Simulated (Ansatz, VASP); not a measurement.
BN: VASP beside Ansatz

```
B N
1.0
     3.01171    0.00000    0.00000
     0.00000    3.01171    0.00000
     0.00000    0.00000    5.73057
B N
4 4
Direct
  0.14759 0.50000 0.25000
  0.50000 0.85241 0.50000
  0.50000 0.14759 0.00000
  0.85241 0.50000 0.75000
  0.00000 0.58811 0.50000
  0.41189 0.00000 0.25000
  0.58811 0.00000 0.75000
  0.00000 0.41189 0.00000
```

Alike in both runs: functional PBE; k mesh 12 × 12 × 6; occupations gaussian, width 0.01 eV; no spin polarisation.

Ansatz relaxed the structure, and its values are those at the end. VASP's run is a single point on that final structure, the one shown.

|  | VASP | Ansatz |
| --- | --- | --- |
| version | VASP 6.6.1 | Ansatz 0.2.0 |
| potentials or method | VASP PAW PBE potentials, release 64 (B, N), cutoff 520 eV | scalar-relativistic, plane waves, PAW |
| valence electrons in the cell | 32 | 32 |

|  | VASP | Ansatz | Ansatz less VASP |
| --- | --- | --- | --- |
| gap on the k mesh at the Fermi level (eV) | 0.05 | 0.06 | +0.016 |
| least direct gap on the mesh (eV) | 0.48 | 0.49 | +0.013 |
| pressure (GPa) | 0.1 | 0.0 | -0.06 |
